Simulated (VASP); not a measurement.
Write the native input for VASP 6.6.1 that does the following.

```
Task                   : single point
Functional             : PBEsol
Potentials or basis    : VASP PAW PBE potentials, release 64 (Ti_sv)
Cutoff                 : 520 eV
k mesh                 : 12 × 12 × 18
Occupations            : gaussian, width 0.15 eV
Spin                   : no spin polarisation
Dipole correction      : no
Further INCAR settings : ALGO = Fast; EDIFF = 1e-06; NBANDS = 25
```

The structure of Ti lies in POSCAR:

```
Ti
1.0
    4.4024078121      0.0000000000      0.0000000000
   -2.2012039060      3.8125970031      0.0000000000
    0.0000000000      0.0000000000      2.7288238130
Ti
3
Direct
    0.0000000000      0.0000000000      0.0000000000
    0.3333333333      0.6666666667      0.5000000000
    0.6666666667      0.3333333333      0.5000000000
```

This isn't the form of Ti at room conditions, which is hcp.

This cell differs from its parent crystal: strain -0.025 along x and y, -0.025 along z.

These files were run (other wordings do the same):

INCAR

```
SYSTEM = Ti
  PREC = Accurate
  ENCUT = 520
  EDIFF = 1E-6
  ISMEAR = 0
  SIGMA = 0.15
  LREAL = .False.
  LASPH = .True.
  NELM = 100
  ALGO = Fast
  ISIF = 2
  LWAVE = .False.
  LCHARG = .False.
  GGA = PS
  NBANDS = 25
```

KPOINTS

```
Automatic mesh
0
Gamma
  12 12 18
  0 0 0
```

Potentials or basis: VASP PAW PBE potentials, release 64 (Ti_sv).

Command:

```bash
$ cat potpaw_PBE.64/Ti_sv/POTCAR > POTCAR
$ mpirun -np 1 vasp_std > vasp.out
```

Results of the run:

```yaml
Pressure: 9.9 GPa
Band_gap_on_the_k_mesh: zero (bands 18 and 19 overlap by 0.43 eV)
```

Caveat: the cell differs from its parent crystal (strain -0.025 along x and y, -0.025 along z); the cell stands under pressure; the PAW data sets were made with another functional, which shifts forces and pressure a little.

It took 5 min on 1 thread of Intel(R) Xeon(R) 6975P-C (Granite Rapids), on a shared host, peak memory 0.28 GiB.
